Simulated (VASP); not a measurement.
# Si2Mo (C2/m) in VASP: a series of runs, part 2 of 2

VASP 6.6.1. Earlier steps stand in the parts before.

### Step 3. Electric field gradients, PBEsol (equal xy, yz and zx shear strains of -1 %)

Contents of INCAR:

```
SYSTEM = Si2Mo
PREC = Accurate
ENCUT = 520
EDIFF = 1E-8
ISMEAR = -1
SIGMA = 0.08
LREAL = .False.
LASPH = .True.
NELM = 80
ALGO = Normal
ISIF = 2
LWAVE = .False.
LCHARG = .False.
GGA = PS
LEFG = .True.
NBANDS = 18
```

Contents of KPOINTS:

```
regular mesh
0
Gamma
  16 16 16
  0 0 0
```

Contents of POSCAR:

```
Si2Mo
1.0
   -1.6276525000      1.5883475000      3.9305000000
    1.5883475000     -1.6276525000      3.9305000000
    1.6116525000      1.6116525000     -3.9465000000
Si Mo
2 1
Direct
    0.3330000000      0.3330000000      0.0000000000
    0.6670000000      0.6670000000      0.0000000000
    0.0000000000      0.0000000000      0.0000000000
```

Potentials or basis: VASP PAW PBE potentials, release 64 (Si, Mo_sv).

Started as:

```bash
> cat potpaw_PBE.64/Si/POTCAR potpaw_PBE.64/Mo_sv/POTCAR > POTCAR
> mpirun -np 1 vasp_std > vasp.out
```

OUTCAR:

```text
SYSTEM = Si2Mo
   PREC = Accurate
   ENCUT = 520
   EDIFF = 1E-8
   ISMEAR = -1
   LREAL = .False.
   LASPH = .True.
   NELM = 80
   ISIF = 2
   GGA = PS

 ion  position               nearest neighbor table
   1  0.333  0.333  0.000-   2 2.59   3 2.59   3 2.62   2 2.62   2 2.62   2 2.62   3 2.62   2 2.63
                             3 2.63   3 2.63
   2  0.667  0.667  0.000-   1 2.59   3 2.59   3 2.62   1 2.62   1 2.62   1 2.62   3 2.62   1 2.63
                             3 2.63   3 2.63
   3  0.000  0.000  0.000-   2 2.59   1 2.59   2 2.62   1 2.62   2 2.62   1 2.62   2 2.63   1 2.63
                             1 2.63   2 2.63

  Warning from LATTYP: Got some problem with cell dimensions!
  Tried to take original basis but could not verify dimensions!
[... 736 lines left out ...]
 ion       V_xx      V_yy      V_zz      V_xy      V_xz      V_yz
---------------------------------------------------------------------
   1       5.920     5.920   -11.840    -2.263    -1.759    -1.759
   2       5.920     5.920   -11.840    -2.263    -1.759    -1.759
   3      29.296    29.296   -58.592    -6.978    -6.513    -6.513
---------------------------------------------------------------------

 Electric field gradients after diagonalization (V/A^2)
 (convention: |V_zz| > |V_xx| > |V_yy|)
----------------------------------------------------------------------
 ion       V_xx      V_yy      V_zz     asymmetry (V_yy - V_xx)/ V_zz
----------------------------------------------------------------------
   1       8.183     4.046   -12.229       0.338
   2       8.183     4.046   -12.229       0.338
   3      36.274    23.353   -59.627       0.217
----------------------------------------------------------------------

           NMR quadrupolar parameters

 Cq : quadrupolar parameter    Cq=e*Q*V_zz/h
 eta: asymmetry parameters     (V_yy - V_xx)/ V_zz
 Q  : nuclear electric quadrupole moment in mb (millibarn)
----------------------------------------------------------------------
 ion       Cq(MHz)       eta       Q (mb)
----------------------------------------------------------------------
   1      -0.030       0.338       1.000
   2      -0.030       0.338       1.000
   3      -0.144       0.217       1.000
----------------------------------------------------------------------
```

stdout:

```text
POSCAR found type information on POSCAR SiMo
 POSCAR found :  2 types and       3 ions
 scaLAPACK will be used
 -----------------------------------------------------------------------------
|                                                                             |
|                                                                             |
|     You enforced a specific xc type in the INCAR file but a different       |
|     I HOPE YOU KNOW WHAT YOU ARE DOING!                                     |
|                                                                             |
 -----------------------------------------------------------------------------

 LDA part: xc-table for (Slater+PW92), standard interpolation
 POSCAR, INCAR and KPOINTS ok, starting setup
 FFT: planning ... GRIDC
 FFT: planning ... GRID_SOFT
 FFT: planning ... GRID
 WAVECAR not read
 entering main loop
ion   1

ion   2

ion   3
```

Run time: 33 min. Hardware: 1 thread of Oxide Virtual Turin-like, shared host; peak memory 0.78 GiB.

What came out:

| Property | Result |
| --- | --- |
| Free energy | -25.0662 eV |
| Pressure | -2.3 GPa |
| Largest force | 0.321 eV/Å |
| Band gap on the k mesh | zero (bands 11 and 12 overlap by 1.02 eV) |
| Largest electric field gradient by atom | Si -12.2; Mo -59.6 V/Å² |

Forces in eV/Å, atoms in the order of the input:
```
Si  -0.011 -0.011  0.321
Si   0.011  0.011 -0.321
Mo   0.000  0.000  0.000
```

Electric field gradients, principal values (V/Å²):
| atom | least | middle | greatest (by size) |
| --- | --- | --- | --- |
| 1 Si | 4.046 | 8.183 | -12.229 |
| 2 Si | 4.046 | 8.183 | -12.229 |
| 3 Mo | 23.353 | 36.274 | -59.627 |

Caveat: the cell differs from its parent crystal (equal xy, yz and zx shear strains of -1 %); without QUAD_EFG the Cq values of the log hold for a quadrupole moment of 1 mb, not for the nuclei; the PAW data sets were made with another functional, which shifts forces and pressure a little.
